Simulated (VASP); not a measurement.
# MoS2 (R-3m) in VASP: a series of runs

Runs on MoS2. Level: PBE+U. Tasks: single point.

Everything below comes from runs of VASP 6.6.1. Logs are shortened: lines on timing, memory, paths and dates and some standing lists are left out, and cuts for length are marked.

## Step 1: The cell of the first run

The structure is trigonal, space group R-3m (No. 166). Conventional cell: a = 3.171 Å, b = 3.171 Å, c = 18.345 Å, α = 90.00°, β = 90.00°, γ = 120.00°. Mo (site symmetry -3m) has 6 S at 2.39 Å and 6 Mo at 3.17 Å within 3.2 Å. S (site symmetry 3m) has 3 Mo at 2.39 Å and 6 S at 3.17 Å within 3.2 Å.

## Step 2: Single point, PBE+U, collinear spin

File INCAR:

```
  PREC = Accurate
  ENCUT = 520
  EDIFF = 1E-6
  ISMEAR = 0
  SIGMA = 0.05
  LREAL = False
  LASPH = True
  NELM = 150
  ALGO = Normal
  ISIF = 2
  LWAVE = False
  LCHARG = False
  ISPIN = 2
  MAGMOM = 1.22 -0.04 -0.04
  LORBIT = 11
  LMAXMIX = 4
  LDAU = True
  LDAUTYPE = 2
  LDAUL = 2 -1
  LDAUU = 4 0
  LDAUJ = 0 0
  LDAUPRINT = 1
  GGA = PE
  NBANDS = 24
```

File KPOINTS:

```
regular mesh
0
Gamma
  7 7 7
```

File POSCAR:

```
MoS2
1.0
    1.5855002900      0.9153890200      6.1149982500
   -1.5855002900      0.9153890200      6.1149982500
    0.0000000000     -1.8307780400      6.1149982500
Mo S
1 2
Direct
    0.0000000000      0.0000000000      0.0000000000
    0.7500000000      0.7500000000      0.7500000000
    0.2500000000      0.2500000000      0.2500000000
```

Potentials or basis: VASP PAW PBE potentials, release 64 (Mo_sv, S).

The run is started by

```sh
> cat potpaw_PBE.64/Mo_sv/POTCAR potpaw_PBE.64/S/POTCAR > POTCAR
> mpirun -np 1 vasp_std > vasp.out
```

OUTCAR:

```text
PREC = Accurate
   ENCUT = 520
   EDIFF = 1E-6
   ISMEAR = 0
   LREAL = False
   LASPH = True
   NELM = 150
   ISIF = 2
   ISPIN = 2
   LORBIT = 11
   GGA = PE

 ion  position               nearest neighbor table
   1  0.000  0.000  0.000-   2 2.39   2 2.39   3 2.39   3 2.39   2 2.39   3 2.39
   2  0.750  0.750  0.750-   1 2.39   1 2.39   1 2.39
   3  0.250  0.250  0.250-   1 2.39   1 2.39   1 2.39

  LATTYP: Found a trigonal (rhomboedric) cell.
 ALAT       =     6.3831772516
 COS(alpha) =     0.8766074785

  Lattice vectors:

 A1 = (   1.5855002900,   0.9153890200,   6.1149982500)
 A2 = (  -1.5855002900,   0.9153890200,   6.1149982500)
 A3 = (   0.0000000000,  -1.8307780400,   6.1149982500)

Analysis of symmetry for initial positions (statically):
=====================================================================
 Subroutine PRICEL returns:
 Original cell was already a primitive cell.

 Routine SETGRP: Setting up the symmetry group for a
 trigonal (rhombohedral) supercell.

 Subroutine GETGRP returns: Found 12 space group operations
 (whereof 12 operations were pure point group operations)
 out of a pool of 12 trial point group operations.

The static configuration has the point symmetry D_3d.

Analysis of symmetry for dynamics (positions and initial velocities):
=====================================================================
 Subroutine PRICEL returns:
 Original cell was already a primitive cell.

 Routine SETGRP: Setting up the symmetry group for a
 trigonal (rhombohedral) supercell.

 Subroutine GETGRP returns: Found 12 space group operations
 (whereof 12 operations were pure point group operations)
 out of a pool of 12 trial point group operations.

The dynamic configuration has the point symmetry D_3d.

Analysis of structural, dynamic, and magnetic symmetry:
=====================================================================
 Subroutine PRICEL returns:
 Original cell was already a primitive cell.

 Routine SETGRP: Setting up the symmetry group for a
 trigonal (rhombohedral) supercell.

 Subroutine GETGRP returns: Found 12 space group operations
 (whereof 12 operations were pure point group operations)
 out of a pool of 12 trial point group operations.

The overall configuration has the point symmetry D_3d.

 Subroutine INISYM returns: Found 12 space group operations
 (whereof 12 operations are pure point group operations),
 and found     1 'primitive' translations

----------------------------------------------------------------------------------------

                                     Primitive cell

  volume of cell :      53.2500

  direct lattice vectors                    reciprocal lattice vectors
     1.585500290  0.915389020  6.114998250     0.315357874  0.182071953  0.054510781
    -1.585500290  0.915389020  6.114998250    -0.315357874  0.182071953  0.054510781
     0.000000000 -1.830778040  6.114998250     0.000000000 -0.364143906  0.054510781

  length of vectors
     6.383177252  6.383177252  6.383177252     0.368201317  0.368201317  0.368201317

  position of ions in fractional coordinates (direct lattice)
     0.000000000  0.000000000  0.000000000
     0.750000000  0.750000000  0.750000000
     0.250000000  0.250000000  0.250000000

  ion indices of the primitive-cell ions
   primitive index   ion index
                 1           1
                 2           2
                 3           3

----------------------------------------------------------------------------------------

 KPOINTS: regular mesh

Automatic generation of k-mesh.
 Grid dimensions read from file:
[... 64 lines left out ...]
   NELM   =    150;   NELMIN=  2; NELMDL= -5     # of ELM steps
   EDIFF  = 0.1E-05   stopping-criterion for ELM
   LREAL  =      F    real-space projection
   EDIFFG = 0.1E-04   stopping-criterion for IOM
   NSW    =      0    number of steps for IOM
   IBRION =     -1    ionic relax: 0-MD 1-quasi-New 2-CG
   NFREE  =      0    steps in history (QN), initial steepest desc. (CG)
   ISIF   =      2    stress and relaxation
   ISYM   =      2    0-nonsym 1-usesym 2-fastsym
   POTIM  = 0.5000    time-step for ionic-motion
   TEBEG  =    0.0;   TEEND  =   0.0 temperature during run
   PSTRESS=    0.0 pullay stress
   NELECT =      26.0000    total number of electrons
   NUPDOWN=      -1.0000    fix difference up-down
   EMIN   =  10.00;   EMAX   =-10.00  energy-range for DOS
   EFERMI =   0.00;   METHOD = LEGACY
   ISMEAR =     0;   SIGMA  =   0.05  broadening in eV -4-tet -1-fermi 0-gaus
   EFERMI_NEDOS =   21; number of points for ismear=-14 and -15
   IALGO  =     38    algorithm
   IMIX   =      4    mixing-type and parameters
     AMIX     =   0.40;   BMIX     =  1.00
     AMIX_MAG =   1.60;   BMIX_MAG =  1.00
  volume/ion in A,a.u.               =      17.75       119.78
  Fermi-wavevector in a.u.,A,eV,Ry     =   1.289118  2.436080 22.610512  1.661826
  Thomas-Fermi vector in A             =   2.421031
   LORBIT       =     11    0 simple, 1 ext, 2 COOP (PROOUT), +10 PAW based schemes
 LDA+U is selected, type is set to LDAUTYPE =  2
   angular momentum for each species LDAUL =     2   -1
   U (eV)           for each species LDAUU =   4.0  0.0
   J (eV)           for each species LDAUJ =   0.0  0.0
   GGA     = PE    functional components
   LHFCALC =     F    Hartree Fock is set to
   AEXX    =    0.0000 exact exchange contribution
   IVDW    =     0    specifies the selected vdW correction
   LEPSILON=     F    determine dielectric tensor
   LRPA    =     F    only Hartree local field effects (RPA)
 spin polarized calculation
 Gauss-broadening in eV      SIGMA  =   0.05
  energy-cutoff  :      520.00
  volume of cell :       53.25
 maximum number of plane-waves:      1447
   NGX = 23   NGY = 23   NGZ = 23

atom =   1  type =  1  l = 2

 onsite density matrix

spin component  1

  0.3806  0.0000  0.0000 -0.0289 -0.0000
  0.0000  0.4443 -0.0000 -0.0000 -0.0289
  0.0000 -0.0000  0.3662 -0.0000  0.0000
 -0.0289 -0.0000 -0.0000  0.4443  0.0000
 -0.0000 -0.0289  0.0000  0.0000  0.3806

spin component  2

  0.3353  0.0000 -0.0000  0.0021 -0.0000
  0.0000  0.4188  0.0000 -0.0000  0.0021
 -0.0000  0.0000  0.3949  0.0000  0.0000
  0.0021 -0.0000  0.0000  0.4188  0.0000
 -0.0000  0.0021  0.0000  0.0000  0.3353

 occupancies and eigenvectors

  o =  0.3352  v =  0.0000  0.0000  0.0000  0.0000  0.0000  0.9997 -0.0000 -0.0000 -0.0246  0.0000      0.0000  0.0000  0.0000  0.0000  0.0000  0.0000  0.0000  0.0000  0.0000  0.0000
  o =  0.3352  v =  0.0000  0.0000  0.0000  0.0000  0.0000  0.0000  0.0246  0.0000 -0.0000 -0.9997      0.0000  0.0000  0.0000  0.0000  0.0000  0.0000  0.0000  0.0000  0.0000  0.0000
  o =  0.3662  v = -0.0000 -0.0000  1.0000 -0.0000 -0.0000  0.0000  0.0000  0.0000  0.0000  0.0000      0.0000  0.0000  0.0000  0.0000  0.0000  0.0000  0.0000  0.0000  0.0000  0.0000
  o =  0.3695  v = -0.9328 -0.0000 -0.0000 -0.3604 -0.0000  0.0000  0.0000  0.0000  0.0000  0.0000      0.0000  0.0000  0.0000  0.0000  0.0000  0.0000  0.0000  0.0000  0.0000  0.0000
  o =  0.3695  v = -0.0000  0.3604  0.0000 -0.0000  0.9328  0.0000  0.0000  0.0000  0.0000  0.0000      0.0000  0.0000  0.0000  0.0000  0.0000  0.0000  0.0000  0.0000  0.0000  0.0000
  o =  0.3949  v =  0.0000  0.0000  0.0000  0.0000  0.0000 -0.0000 -0.0000  1.0000 -0.0000  0.0000      0.0000  0.0000  0.0000  0.0000  0.0000  0.0000  0.0000  0.0000  0.0000  0.0000
  o =  0.4189  v =  0.0000  0.0000  0.0000  0.0000  0.0000 -0.0246  0.0000 -0.0000 -0.9997  0.0000      0.0000  0.0000  0.0000  0.0000  0.0000  0.0000  0.0000  0.0000  0.0000  0.0000
  o =  0.4189  v =  0.0000  0.0000  0.0000  0.0000  0.0000 -0.0000 -0.9997 -0.0000 -0.0000 -0.0246      0.0000  0.0000  0.0000  0.0000  0.0000  0.0000  0.0000  0.0000  0.0000  0.0000
  o =  0.4554  v = -0.3604  0.0000 -0.0000  0.9328 -0.0000  0.0000  0.0000  0.0000  0.0000  0.0000      0.0000  0.0000  0.0000  0.0000  0.0000  0.0000  0.0000  0.0000  0.0000  0.0000
  o =  0.4554  v =  0.0000  0.9328 -0.0000 -0.0000 -0.3604  0.0000  0.0000  0.0000  0.0000  0.0000      0.0000  0.0000  0.0000  0.0000  0.0000  0.0000  0.0000  0.0000  0.0000  0.0000

 number of electron      25.9999998 magnetization       0.1503237

 Free energy of the ion-electron system (eV)
  ---------------------------------------------------
  ext. energy  EPLUGINS =         0.00000000
  ---------------------------------------------------
  free energy    TOTEN  =       -16.16698100 eV

  energy without entropy =      -16.16498623  energy(sigma->0) =      -16.16598361

 E-fermi :   7.9941     XC(G=0): -10.8271

 val. band max:        7.9780323530   @ k =  -0.4286   0.2857   0.0000
 cond. band min:       8.0208233639   @ k =  -0.2857   0.2857   0.0000
 fundamental gap:      0.0427910110
 Fermi energy:         7.9941208504

 spin component 1

 k-point     1 :       0.0000    0.0000    0.0000
  band No.  band energies     occupation
      1     -54.3605      1.00000
      2     -28.3779      1.00000
      3     -28.3675      1.00000
      4     -28.3675      1.00000
      5      -7.3787      1.00000
      6      -5.7224      1.00000
[... 1289 lines left out ...]
     23      18.7267      0.00000
     24      19.9185      0.00000

 [... further k-points ...]
[... 5 lines left out ...]
  --------------------------------------------------------------------------------------
  -------------------------------------------------------------------------------------
  Total        3.1268410      3.1268410      4.2229700      0.0000000     -0.0000000      0.0000000
  in kB       94.0798832     94.0798833    127.0600342      0.0000000     -0.0000000      0.0000000
  external PRESSURE =     105.0732669 kB  Pullay stress =       0.0000000 kB

 VOLUME and BASIS-vectors are now :
 -----------------------------------------------------------------------------
  energy-cutoff  :      520.00
  volume of cell :       53.25
      direct lattice vectors                 reciprocal lattice vectors
     1.585500290  0.915389020  6.114998250     0.315357874  0.182071953  0.054510781
    -1.585500290  0.915389020  6.114998250    -0.315357874  0.182071953  0.054510781
     0.000000000 -1.830778040  6.114998250     0.000000000 -0.364143906  0.054510781

 POSITION                                       TOTAL-FORCE (eV/Angst)
 -----------------------------------------------------------------------------------
      0.00000      0.00000      0.00000         0.000000      0.000000     -0.000000
      0.00000      0.00000     13.75875         0.000000      0.000000      1.206276
      0.00000      0.00000      4.58625         0.000000     -0.000000     -1.206276
 -----------------------------------------------------------------------------------
    total drift:                               -0.000000     -0.000000      0.000000

  FREE ENERGIE OF THE ION-ELECTRON SYSTEM (eV)
  ---------------------------------------------------
  free  energy   TOTEN  =       -16.1669809986 eV

  energy  without entropy=      -16.1649862268  energy(sigma->0) =      -16.16598361

 total charge

# of ion       s       p       d       tot
------------------------------------------
    1        2.312   6.242   3.865  12.419
    2        1.367   2.358   0.000   3.724
    3        1.367   2.358   0.000   3.724
--------------------------------------------------
tot          5.045  10.957   3.865  19.867

 magnetization (x)

# of ion       s       p       d       tot
------------------------------------------
    1        0.001   0.000   0.112   0.114
    2        0.001   0.006   0.000   0.007
    3        0.001   0.006   0.000   0.007
--------------------------------------------------
tot          0.003   0.012   0.112   0.127
```

Wall time 4.2 min (1 thread of Intel Xeon Platinum 8375C at 2.90GHz (Ice Lake), shared host); peak memory 0.43 GiB.

Results:

* Free energy: -16.1670 eV
* Pressure: 10.5 GPa
* Largest force: 1.206 eV/Å
* Net moment: 0.15 μB per cell
* Site moments: Mo +0.11; S +0.01 μB
* Valence electrons inside the program's atomic spheres: Mo 12.42; S 3.72

Forces in eV/Å, atoms in the order of the input:
```
Mo   0.000  0.000  0.000
S    0.000  0.000  1.206
S    0.000  0.000 -1.206
```

Eigenvalues of the final occupation matrices:
| site | spin | trace | eigenvalues |
| --- | --- | --- | --- |
| site 1 d | 1 | 2.02 | 0.37 0.37 0.37 0.46 0.46 |
| site 1 d | 2 | 1.90 | 0.34 0.34 0.39 0.42 0.42 |

Caveat: the cell stands under pressure; a moment this small can come from the mesh or the smearing; forces of over 1 eV/Å act on the atoms, so gaps and moduli don't describe the material at rest.

## Step 3: Single point, PBE+U, collinear spin

File INCAR:

```
SYSTEM = MoS2
  PREC = Accurate
  ENCUT = 520
  EDIFF = 1E-6
  ISMEAR = 0
  SIGMA = 0.05
  LREAL = .False.
  LASPH = .True.
  NELM = 150
  ALGO = Normal
  ISIF = 2
  LWAVE = .False.
  LCHARG = .False.
  ISPIN = 2
  MAGMOM = 0.12 0 0
  LORBIT = 11
  LMAXMIX = 4
  LDAU = .True.
  LDAUTYPE = 2
  LDAUL = 2 -1
  LDAUU = 4 0
  LDAUJ = 0 0
  LDAUPRINT = 1
  GGA = PE
  NBANDS = 24
```

File KPOINTS:

```
regular mesh
0
Gamma
  7 7 7
  0 0 0
```

POSCAR is that of step 2.

Potentials or basis: VASP PAW PBE potentials, release 64 (Mo_sv, S).

The run is started by

```sh
> cat potpaw_PBE.64/Mo_sv/POTCAR potpaw_PBE.64/S/POTCAR > POTCAR
> mpirun -np 1 vasp_std > vasp.out
```

Run time: 6.3 min. Hardware: 1 thread of Intel Xeon Platinum 8375C at 2.90GHz (Ice Lake), shared host; peak memory 0.44 GiB.

Results (log left out):

```yaml
Free_energy: -16.1670 eV
Pressure: 10.5 GPa
Largest_force: 1.207 eV/Å
Net_moment: 0.15 μB per cell
Site_moments: Mo +0.11; S +0.01 μB
Valence_electrons_inside_the_program's_atomic_spheres: Mo 12.42; S 3.72
```

Forces on the atoms (eV/Å):
```
Mo   0.000  0.000  0.000
S    0.000  0.000  1.207
S    0.000  0.000 -1.207
```

Stress tensor (GPa, compression positive):
```
 9.41  0.00  0.00
 0.00  9.41  0.00
 0.00  0.00 12.70
```

Levels at points of the mesh, in eV from the Fermi level:
Spin up:
```
           k point  band 10  band 11  band 12  band 13  band 14  band 15  band 16  band 17
(0.00, 0.00, 0.00)    -1.96    -1.36    -1.36    -1.24    -0.42    -0.42     3.27     3.27
```
Spin down:
```
           k point  band 11  band 12  band 13  band 14  band 15  band 16
(0.00, 0.00, 0.00)    -1.30    -1.02    -1.02    -0.40    -0.40     3.32
```

Eigenvalues of the final occupation matrices:
```csv
site,spin,trace,eigenvalues
site 1 d,1,2.02,0.37 0.37 0.37 0.46 0.46
site 1 d,2,1.90,0.34 0.34 0.40 0.42 0.42
```

Caveat: the cell stands under pressure; a moment this small can come from the mesh or the smearing; forces of over 1 eV/Å act on the atoms, so gaps and moduli don't describe the material at rest.

## Step 4: Single point, PBE+U, collinear spin

File INCAR:

```
  PREC = Accurate
  ENCUT = 520
  EDIFF = 1E-6
  ISMEAR = 0
  SIGMA = 0.05
  LREAL = False
  LASPH = True
  NELM = 150
  ALGO = Normal
  ISIF = 2
  LWAVE = False
  LCHARG = False
  ISPIN = 2
  MAGMOM = 0.12 0 0
  LORBIT = 11
  LMAXMIX = 4
  LDAU = True
  LDAUTYPE = 2
  LDAUL = 2 -1
  LDAUU = 4 0
  LDAUJ = 0 0
  LDAUPRINT = 1
  GGA = PE
  NBANDS = 24
```

File KPOINTS:

```
Automatic mesh
0
Gamma
  7 7 7
```

POSCAR is that of step 3.

The run is started by

```sh
> cat potpaw_PBE.64/Mo_sv/POTCAR potpaw_PBE.64/S/POTCAR > POTCAR
> mpirun -np 1 vasp_std > vasp.out
```

Wall time 6.6 min (1 thread of Intel Xeon Platinum 8375C at 2.90GHz (Ice Lake), shared host); peak memory 0.43 GiB.

It converged, with:

```yaml
Free_energy: -16.1670 eV
Pressure: 10.5 GPa
Largest_force: 1.207 eV/Å
Net_moment: 0.15 μB per cell
Site_moments: Mo +0.11; S +0.01 μB
Valence_electrons_inside_the_program's_atomic_spheres: Mo 12.42; S 3.72
```

Forces on the atoms (eV/Å):
```
Mo   0.000  0.000  0.000
S    0.000  0.000  1.207
S    0.000  0.000 -1.207
```

Stress tensor (GPa, compression positive):
```
 9.41  0.00  0.00
 0.00  9.41  0.00
 0.00  0.00 12.70
```

Levels at points of the mesh, in eV from the Fermi level:
Spin up:
```
           k point  band 10  band 11  band 12  band 13  band 14  band 15  band 16  band 17
(0.00, 0.00, 0.00)    -1.96    -1.36    -1.36    -1.24    -0.42    -0.42     3.27     3.27
```
Spin down:
```tsv
k point	band 10	band 11	band 12	band 13	band 14	band 15	band 16	band 17
(0.00, 0.00, 0.00)	-1.96	-1.30	-1.02	-1.02	-0.40	-0.40	3.32	3.32
```

Eigenvalues of the final occupation matrices:
| site | spin | trace | eigenvalues |
| --- | --- | --- | --- |
| site 1 d | 1 | 2.02 | 0.37 0.37 0.37 0.46 0.46 |
| site 1 d | 2 | 1.90 | 0.34 0.34 0.40 0.42 0.42 |

Caveat: the cell stands under pressure; a moment this small can come from the mesh or the smearing; forces of over 1 eV/Å act on the atoms, so gaps and moduli don't describe the material at rest.
